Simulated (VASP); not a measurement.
# MgS (P6_3mc) in VASP: notebook

MgS is run at these levels: PBEsol; tasks: single point.

Everything below comes from runs of VASP 6.6.1. Logs are shortened: lines on timing, memory, paths and dates and some standing lists are left out, and cuts for length are marked.

### 1 The cell of the first run

The structure is hexagonal, space group P6_3mc (No. 186). The conventional cell has a = 3.847 Å, b = 3.847 Å, c = 6.588 Å, α = 90.00°, β = 90.00°, γ = 120.00°. Within 3.1 Å of Mg (site symmetry 3m) lie 4 S at 2.38 to 2.43 Å. S (site symmetry 3m) has 4 Mg at 2.38 to 2.43 Å within 3.1 Å.

### 2 Single point, PBEsol (biaxial strain in the a-b plane: -4.5 %)

File INCAR:

```
ALGO = Normal
EDIFF = 1E-6
ENCUT = 520
GGA = PS
ISIF = 2
ISMEAR = 0
LASPH = T
LCHARG = T
LELF = T
LREAL = F
LVHAR = T
LWAVE = F
NBANDS = 16
NELM = 80
PREC = Accurate
SIGMA = 0.02
```

File KPOINTS:

```
k-points
0
Gamma
  6 6 4
```

File POSCAR:

```
MgS
1.0
    3.8474951168      0.0000000000      0.0000000000
   -1.9237475584      3.3320285121      0.0000000000
    0.0000000000      0.0000000000      6.5884023733
Mg S
2 2
Direct
    0.6666666667      0.3333333333      0.5030318529
    0.3333333333      0.6666666667      1.0030318529
    0.3333333333      0.6666666667      0.3719671471
    0.6666666667      0.3333333333      0.8719671471
```

Potentials or basis: VASP PAW PBE potentials, release 64 (Mg, S).

Started as:

```bash
$ cat potpaw_PBE.64/Mg/POTCAR potpaw_PBE.64/S/POTCAR > POTCAR
$ mpirun -np 1 vasp_std > vasp.out
```

OUTCAR:

```text
EDIFF = 1E-6
   ENCUT = 520
   GGA = PS
   ISIF = 2
   ISMEAR = 0
   LASPH = T
   LREAL = F
   NELM = 80
   PREC = Accurate

 ion  position               nearest neighbor table
   1  0.667  0.333  0.503-   3 2.38   3 2.38   3 2.38   4 2.43
   2  0.333  0.667  0.003-   4 2.38   4 2.38   4 2.38   3 2.43
   3  0.333  0.667  0.372-   1 2.38   1 2.38   1 2.38   2 2.43
   4  0.667  0.333  0.872-   2 2.38   2 2.38   2 2.38   1 2.43

  LATTYP: Found a hexagonal cell.
 ALAT       =     3.8474951168
 C/A-ratio  =     1.7123874556

  Lattice vectors:

 A1 = (   3.8474951168,   0.0000000000,   0.0000000000)
 A2 = (  -1.9237475584,   3.3320285121,   0.0000000000)
 A3 = (   0.0000000000,   0.0000000000,   6.5884023733)

Analysis of symmetry for initial positions (statically):
=====================================================================
 Subroutine PRICEL returns:
 Original cell was already a primitive cell.

 Routine SETGRP: Setting up the symmetry group for a
 hexagonal supercell.

 Subroutine GETGRP returns: Found 12 space group operations
 (whereof  6 operations were pure point group operations)
 out of a pool of 24 trial point group operations.

The static configuration has the point symmetry C_3v.
 The point group associated with its full space group is C_6v.

Analysis of symmetry for dynamics (positions and initial velocities):
=====================================================================
 Subroutine PRICEL returns:
 Original cell was already a primitive cell.

 Routine SETGRP: Setting up the symmetry group for a
 hexagonal supercell.

 Subroutine GETGRP returns: Found 12 space group operations
 (whereof  6 operations were pure point group operations)
 out of a pool of 24 trial point group operations.

The dynamic configuration has the point symmetry C_3v.
 The point group associated with its full space group is C_6v.

 Subroutine INISYM returns: Found 12 space group operations
 (whereof  6 operations are pure point group operations),
 and found     1 'primitive' translations

----------------------------------------------------------------------------------------

                                     Primitive cell

  volume of cell :      84.4631

  direct lattice vectors                    reciprocal lattice vectors
     3.847495117  0.000000000  0.000000000     0.259909362  0.150058740  0.000000000
    -1.923747558  3.332028512  0.000000000     0.000000000  0.300117480  0.000000000
     0.000000000  0.000000000  6.588402373     0.000000000  0.000000000  0.151781865

  length of vectors
     3.847495117  3.847495117  6.588402373     0.300117480  0.300117480  0.151781865

  position of ions in fractional coordinates (direct lattice)
     0.666666667  0.333333333  0.503031853
     0.333333333  0.666666667  0.003031853
     0.333333333  0.666666667  0.371967147
     0.666666667  0.333333333  0.871967147

  ion indices of the primitive-cell ions
   primitive index   ion index
                 1           1
                 2           2
                 3           3
                 4           4

----------------------------------------------------------------------------------------

 KPOINTS: k-points

Automatic generation of k-mesh.
 Grid dimensions read from file:
 generate k-points for:    6    6    4

 Generating k-lattice:

  Cartesian coordinates                     Fractional coordinates (reciprocal lattice)
     0.043318227  0.025009790  0.000000000     0.166666667  0.000000000  0.000000000
     0.000000000  0.050019580  0.000000000     0.000000000  0.166666667  0.000000000
     0.000000000  0.000000000  0.037945466     0.000000000  0.000000000  0.250000000

  Length of vectors
     0.050019580  0.050019580  0.037945466

  Shift w.r.t. Gamma in fractional coordinates (k-lattice)
     0.000000000  0.000000000  0.000000000

 Subroutine IBZKPT returns following result:
 ===========================================

 Found     21 irreducible k-points:

 Following reciprocal coordinates:
            Coordinates               Weight
  0.000000  0.000000  0.000000      1.000000
  0.166667 -0.000000  0.000000      6.000000
  0.333333 -0.000000  0.000000      6.000000
  0.500000 -0.000000  0.000000      3.000000
  0.166667  0.166667  0.000000      6.000000
  0.333333  0.166667  0.000000     12.000000
[... 13 lines left out ...]
  0.333333  0.166667  0.500000     12.000000
  0.333333  0.333333  0.500000      2.000000
   k-points           NKPTS =     21   k-points in BZ     NKDIM =     21   number of bands    NBANDS=     16
   number of dos      NEDOS =    301   number of ions     NIONS =      4
   total plane-waves  NPLWV =  45000
   dimension x,y,z NGX =    30 NGY =   30 NGZ =   50
   dimension x,y,z NGXF=    60 NGYF=   60 NGZF=  100
   ions per type =               2   2
   NGX,Y,Z   is equivalent  to a cutoff of  12.96, 12.96, 12.62 a.u.
   NGXF,Y,Z  is equivalent  to a cutoff of  25.93, 25.93, 25.23 a.u.
 SYSTEM =  unknown system
   PREC   = accura    normal or accurate (medium, high low for compatibility)
   ISTART =      0    job   : 0-new  1-cont  2-samecut
   ICHARG =      2    charge: 1-file 2-atom 10-const
   ISPIN  =      1    spin polarized calculation?
   LNONCOLLINEAR =      F non collinear calculations
   LSORBIT =      F    spin-orbit coupling
   LASPH  =      T    aspherical Exc in radial PAW
   ENCUT  =  520.0 eV  38.22 Ry    6.18 a.u.   7.15  7.15 12.25*2*pi/ulx,y,z
   NELM   =     80;   NELMIN=  2; NELMDL= -5     # of ELM steps
   EDIFF  = 0.1E-05   stopping-criterion for ELM
   LREAL  =      F    real-space projection
   EDIFFG = 0.1E-04   stopping-criterion for IOM
   NSW    =      0    number of steps for IOM
   IBRION =     -1    ionic relax: 0-MD 1-quasi-New 2-CG
   NFREE  =      0    steps in history (QN), initial steepest desc. (CG)
   ISIF   =      2    stress and relaxation
   ISYM   =      2    0-nonsym 1-usesym 2-fastsym
   POTIM  = 0.5000    time-step for ionic-motion
   TEBEG  =    0.0;   TEEND  =   0.0 temperature during run
   PSTRESS=    0.0 pullay stress
   NELECT =      16.0000    total number of electrons
   NUPDOWN=      -1.0000    fix difference up-down
   EMIN   =  10.00;   EMAX   =-10.00  energy-range for DOS
   EFERMI =   0.00;   METHOD = LEGACY
   ISMEAR =     0;   SIGMA  =   0.02  broadening in eV -4-tet -1-fermi 0-gaus
   EFERMI_NEDOS =   21; number of points for ismear=-14 and -15
   IALGO  =     38    algorithm
   IMIX   =      4    mixing-type and parameters
     AMIX     =   0.40;   BMIX     =  1.00
     AMIX_MAG =   1.60;   BMIX_MAG =  1.00
  volume/ion in A,a.u.               =      21.12       142.50
  Fermi-wavevector in a.u.,A,eV,Ry     =   0.940212  1.776743 12.027535  0.883999
  Thomas-Fermi vector in A             =   2.067601
   LORBIT       =      0    0 simple, 1 ext, 2 COOP (PROOUT), +10 PAW based schemes
   GGA     = PS    functional components
   LHFCALC =     F    Hartree Fock is set to
   AEXX    =    0.0000 exact exchange contribution
   IVDW    =     0    specifies the selected vdW correction
   LEPSILON=     F    determine dielectric tensor
   LRPA    =     F    only Hartree local field effects (RPA)
 non-spin polarized calculation
 Gauss-broadening in eV      SIGMA  =   0.02
  energy-cutoff  :      520.00
  volume of cell :       84.46
 maximum number of plane-waves:      2289
 NGX is ok and might be reduce to    30
   NGX = 15   NGY = 15   NGZ = 25

 number of electron      16.0000000 magnetization

 Free energy of the ion-electron system (eV)
  ---------------------------------------------------
  ext. energy  EPLUGINS =         0.00000000
  ---------------------------------------------------
  free energy    TOTEN  =       -17.75523954 eV

  energy without entropy =      -17.75523954  energy(sigma->0) =      -17.75523954

 E-fermi :   1.6858     XC(G=0):  -8.8523

 val. band max:        1.5931383643   @ k =   0.0000   0.0000   0.0000
 cond. band min:       5.1446438521   @ k =   0.0000   0.0000   0.0000
 fundamental gap:      3.5515054877
 Fermi energy:         1.6858012524

 k-point     1 :       0.0000    0.0000    0.0000
  band No.  band energies     occupation
      1     -10.0552      2.00000
      2      -9.3234      2.00000
      3      -2.0594      2.00000
      4       1.2570      2.00000
      5       1.2570      2.00000
      6       1.2962      2.00000
[... 8 lines left out ...]
     15      10.4229      0.00000
     16      10.5958      0.00000

 k-point     2 :       0.1667   -0.0000    0.0000
  band No.  band energies     occupation
      1      -9.8890      2.00000
      2      -9.2224      2.00000
      3      -1.8099      2.00000
      4       0.3174      2.00000
      5       0.6635      2.00000
      6       1.0150      2.00000
[... 8 lines left out ...]
     15      10.1936      0.00000
     16      10.6049      0.00000

 k-point     3 :       0.3333   -0.0000    0.0000
  band No.  band energies     occupation
      1      -9.4918      2.00000
      2      -9.0314      2.00000
      3      -1.2329      2.00000
      4      -1.0060      2.00000
      5      -0.5958      2.00000
      6       0.6360      2.00000
[... 8 lines left out ...]
     15      10.4326      0.00000
     16      12.2104      0.00000

 k-point     4 :       0.5000   -0.0000    0.0000
  band No.  band energies     occupation
      1      -9.2187      2.00000
      2      -8.9770      2.00000
      3      -1.7072      2.00000
      4      -1.1572      2.00000
      5      -0.4955      2.00000
      6       0.4744      2.00000
[... 8 lines left out ...]
     15      10.2613      0.00000
     16      13.0457      0.00000
[... 267 lines left out ...]
 k-point    19 :       0.1667    0.1667    0.5000
  band No.  band energies     occupation
      1      -9.3536      2.00000
      2      -9.3536      2.00000
      3      -1.0061      2.00000
      4      -1.0061      2.00000
      5       0.4042      2.00000
      6       0.4042      2.00000
[... 8 lines left out ...]
     15      10.6580      0.00000
     16      10.6580      0.00000

 k-point    20 :       0.3333    0.1667    0.5000
  band No.  band energies     occupation
      1      -9.0999      2.00000
      2      -9.0999      2.00000
      3      -1.5099      2.00000
      4      -1.5099      2.00000
      5       0.0658      2.00000
      6       0.0658      2.00000
[... 8 lines left out ...]
     15      11.4789      0.00000
     16      11.4789      0.00000

 k-point    21 :       0.3333    0.3333    0.5000
  band No.  band energies     occupation
      1      -9.0115      2.00000
      2      -9.0115      2.00000
      3      -1.3229      2.00000
      4      -1.3229      2.00000
      5      -0.6303      2.00000
      6      -0.6303      2.00000
[... 8 lines left out ...]
     15      11.0657      0.00000
     16      11.0657      0.00000

------------------------ aborting loop because EDIFF is reached ----------------------------------------

  FORCE on cell =-STRESS in cart. coord.  units (eV):
  Direction    XX          YY          ZZ          XY          YZ          ZX
  --------------------------------------------------------------------------------------
  -------------------------------------------------------------------------------------
  Total        3.0317470      3.0317470      0.7470861      0.0000000      0.0000000      0.0000000
  in kB       57.5091083     57.5091083     14.1714520      0.0000000      0.0000000      0.0000000
  external PRESSURE =      43.0632229 kB  Pullay stress =       0.0000000 kB

 VOLUME and BASIS-vectors are now :
 -----------------------------------------------------------------------------
  energy-cutoff  :      520.00
  volume of cell :       84.46
      direct lattice vectors                 reciprocal lattice vectors
     3.847495117  0.000000000  0.000000000     0.259909362  0.150058740  0.000000000
    -1.923747558  3.332028512  0.000000000     0.000000000  0.300117480  0.000000000
     0.000000000  0.000000000  6.588402373     0.000000000  0.000000000  0.151781865

 POSITION                                       TOTAL-FORCE (eV/Angst)
 -----------------------------------------------------------------------------------
      1.92375      1.11068      3.31418        -0.000000      0.000000      0.126944
     -0.00000      2.22135      0.01998         0.000000      0.000000      0.126944
     -0.00000      2.22135      2.45067         0.000000      0.000000     -0.126944
      1.92375      1.11068      5.74487        -0.000000      0.000000     -0.126944
 -----------------------------------------------------------------------------------
    total drift:                               -0.000000      0.000000      0.000123

  FREE ENERGIE OF THE ION-ELECTRON SYSTEM (eV)
  ---------------------------------------------------
  free  energy   TOTEN  =       -17.7552395386 eV

  energy  without entropy=      -17.7552395386  energy(sigma->0) =      -17.75523954
```

It took 15 s on 1 thread of Intel Xeon 6975P-C (Granite Rapids), shared host; peak memory 0.2 GiB.

What came out:

| Item | Value |
| --- | --- |
| Free energy | -17.7552 eV |
| Pressure | 4.3 GPa |
| Largest force | 0.127 eV/Å |
| Band gap on the k mesh | 3.55 eV, direct |

Forces on the atoms (eV/Å):
```
Mg   0.000  0.000  0.127
Mg   0.000  0.000  0.127
S    0.000  0.000 -0.127
S    0.000  0.000 -0.127
```

Caveat: the cell differs from its parent crystal (biaxial strain in the a-b plane: -4.5 %); the PAW data sets were made with another functional, which shifts forces and pressure a little.

### 3 Single point, PBEsol (biaxial strain in the a-b plane: -3.0 %, then relaxed in part)

File INCAR:

```
PREC = Accurate
ENCUT = 520
EDIFF = 1E-6
ISMEAR = 0
SIGMA = 0.02
LREAL = F
LASPH = T
NELM = 60
ALGO = Normal
ISIF = 2
LWAVE = F
LCHARG = T
GGA = PS
LELF = T
LVHAR = T
NBANDS = 16
```

File KPOINTS:

```
regular mesh
0
Gamma
  6 6 4
```

File POSCAR:

```
MgS
1.0
    3.9079269772      0.0000000000      0.0000000000
   -1.9539634886      3.3843640384      0.0000000000
    0.0000000000      0.0000000000      6.6169084867
Mg S
2 2
Direct
    0.6666666667      0.3333333333      0.5030318529
    0.3333333333      0.6666666667      1.0030318529
    0.3333333333      0.6666666667      0.3719671471
    0.6666666667      0.3333333333      0.8719671471
```

Potentials or basis: VASP PAW PBE potentials, release 64 (Mg, S).

Started as:

```bash
$ cat potpaw_PBE.64/Mg/POTCAR potpaw_PBE.64/S/POTCAR > POTCAR
$ mpirun -np 1 vasp_std > vasp.out
```

OUTCAR:

```text
PREC = Accurate
   ENCUT = 520
   EDIFF = 1E-6
   ISMEAR = 0
   LREAL = F
   LASPH = T
   NELM = 60
   ISIF = 2
   GGA = PS

 ion  position               nearest neighbor table
   1  0.667  0.333  0.503-   3 2.42   3 2.42   3 2.42   4 2.44
   2  0.333  0.667  0.003-   4 2.42   4 2.42   4 2.42   3 2.44
   3  0.333  0.667  0.372-   1 2.42   1 2.42   1 2.42   2 2.44
   4  0.667  0.333  0.872-   2 2.42   2 2.42   2 2.42   1 2.44

  LATTYP: Found a hexagonal cell.
 ALAT       =     3.9079269772
[... 592 lines left out ...]

  FORCE on cell =-STRESS in cart. coord.  units (eV):
  Direction    XX          YY          ZZ          XY          YZ          ZX
  --------------------------------------------------------------------------------------
  -------------------------------------------------------------------------------------
  Total        1.4863103      1.4863103     -0.0531479      0.0000000      0.0000000      0.0000000
  in kB       27.2108078     27.2108078     -0.9730121      0.0000000      0.0000000      0.0000000
  external PRESSURE =      17.8162012 kB  Pullay stress =       0.0000000 kB

 VOLUME and BASIS-vectors are now :
 -----------------------------------------------------------------------------
  energy-cutoff  :      520.00
  volume of cell :       87.51
      direct lattice vectors                 reciprocal lattice vectors
     3.907926977  0.000000000  0.000000000     0.255890145  0.147738244  0.000000000
    -1.953963489  3.384364038  0.000000000     0.000000000  0.295476488  0.000000000
     0.000000000  0.000000000  6.616908487     0.000000000  0.000000000  0.151127978

 POSITION                                       TOTAL-FORCE (eV/Angst)
 -----------------------------------------------------------------------------------
      1.95396      1.12812      3.32852         0.000000      0.000000      0.000509
     -0.00000      2.25624      0.02006         0.000000     -0.000000      0.000509
     -0.00000      2.25624      2.46127         0.000000     -0.000000     -0.000509
      1.95396      1.12812      5.76973        -0.000000      0.000000     -0.000509
 -----------------------------------------------------------------------------------
    total drift:                               -0.000000      0.000000     -0.000342

  FREE ENERGIE OF THE ION-ELECTRON SYSTEM (eV)
  ---------------------------------------------------
  free  energy   TOTEN  =       -17.8275587501 eV

  energy  without entropy=      -17.8275587501  energy(sigma->0) =      -17.82755875
```

OSZICAR:

```text
N       E                     dE             d eps       ncg     rms          rms(c)
DAV:   1     0.585836847184E+02    0.58584E+02   -0.60138E+03   672   0.811E+02
DAV:   2    -0.132391327194E+02   -0.71823E+02   -0.65517E+02   984   0.135E+02
DAV:   3    -0.187213027748E+02   -0.54822E+01   -0.54625E+01   944   0.406E+01
DAV:   4    -0.187837809278E+02   -0.62478E-01   -0.62474E-01   768   0.539E+00
DAV:   5    -0.187849015856E+02   -0.11207E-02   -0.11206E-02   936   0.724E-01    0.542E+00
DAV:   6    -0.179042709469E+02    0.88063E+00   -0.12895E+00   720   0.525E+00    0.399E+00
DAV:   7    -0.178238990431E+02    0.80372E-01   -0.33598E-01   816   0.271E+00    0.286E+00
DAV:   8    -0.178297536895E+02   -0.58546E-02   -0.29723E-02   752   0.110E+00    0.178E+00
DAV:   9    -0.178273318984E+02    0.24218E-02   -0.43049E-03   768   0.417E-01    0.370E-01
DAV:  10    -0.178275136884E+02   -0.18179E-03   -0.79858E-04   824   0.131E-01    0.258E-02
DAV:  11    -0.178275578193E+02   -0.44131E-04   -0.33684E-05   800   0.333E-02    0.514E-02
DAV:  12    -0.178275587501E+02   -0.93077E-06   -0.58827E-06   824   0.134E-02
   1 F= -.17827559E+02 E0= -.17827559E+02  d E =-.911955E-29
```

Run time: 14 s. Hardware: 1 thread of Intel Xeon 6975P-C (Granite Rapids), shared host; peak memory 0.2 GiB.

Results:

* Free energy: -17.8276 eV
* Pressure: 1.8 GPa
* Band gap on the k mesh: 3.41 eV, direct

Stress tensor (GPa, compression positive):
```
 2.72  0.00  0.00
 0.00  2.72  0.00
 0.00  0.00 -0.10
```

Caveat: the cell differs from its parent crystal (biaxial strain in the a-b plane: -3.0 %, then relaxed in part); the PAW data sets were made with another functional, which shifts forces and pressure a little.
